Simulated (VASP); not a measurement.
Input of a VASP 6.6.1 run:

Contents of POSCAR:

```
Rh
1.0
    0.0000000000      1.9021472637      1.9021472637
    1.9021472637      0.0000000000      1.9021472637
    1.9021472637      1.9021472637      0.0000000000
Rh
1
Direct
    0.0000000000      0.0000000000      0.0000000000
```

INCAR.step1

```
PREC     = Accurate       # precision mode
ENCUT    = 460            # plane-wave cutoff, eV
EDIFF    = 1E-5           # SCF threshold, eV
ISMEAR   = -1             # smearing method
SIGMA    = 0.1            # smearing width, eV
LREAL    = F              # projectors in reciprocal space
LASPH    = T              # aspherical terms in the spheres
NELM     = 120            # most SCF steps
ALGO     = Normal         # electronic algorithm
ISIF     = 2              # what is computed and relaxed
LWAVE    = T              # write WAVECAR
NBANDS   = 14             # bands
GGA      = PE             # functional
GGA_COMPAT= F
```

File INCAR.step2:

```
PREC     = Accurate       # precision mode
ENCUT    = 460            # plane-wave cutoff, eV
EDIFF    = 1E-6           # SCF threshold, eV
ISMEAR   = -1             # smearing method
SIGMA    = 0.1            # smearing width, eV
LREAL    = F              # projectors in reciprocal space
LASPH    = T              # aspherical terms in the spheres
NELM     = 120            # most SCF steps
ALGO     = Normal         # electronic algorithm
ISIF     = 2              # what is computed and relaxed
LWAVE    = F              # write WAVECAR
LCHARG   = T              # write CHGCAR
GGA      = PE             # functional
LHFCALC  = T              # exact exchange
HFSCREEN = 0.2079         # screening, 1/A
PRECFOCK = Normal       
LELF     = T              # ELF
LVHAR    = T            
NBANDS   = 14             # bands
ISTART   = 1            
GGA_COMPAT= F
```

Contents of KPOINTS:

```
regular mesh
0
Gamma
  6 6 6
```

Potentials or basis: VASP PAW PBE potentials, release 64 (Rh_sv_GW).

The run is started by

```sh
$ cat potpaw_PBE.64/Rh_sv_GW/POTCAR > POTCAR
$ cp INCAR.step1 INCAR
$ mpirun -np 1 vasp_std > vasp.out
$ cp INCAR.step2 INCAR
$ mpirun -np 1 vasp_std > vasp.out
```

Predict the band gap on the k mesh.

zero (an odd number of electrons rules out a gap without spin polarisation).

Estimate the pressure.

-7.2 GPa.

Caveat: the k points lie up to 0.48 Å⁻¹ apart, too coarse for converged energies and pressures of a metal; the PAW data sets were made with another functional, which shifts forces and pressure a little.
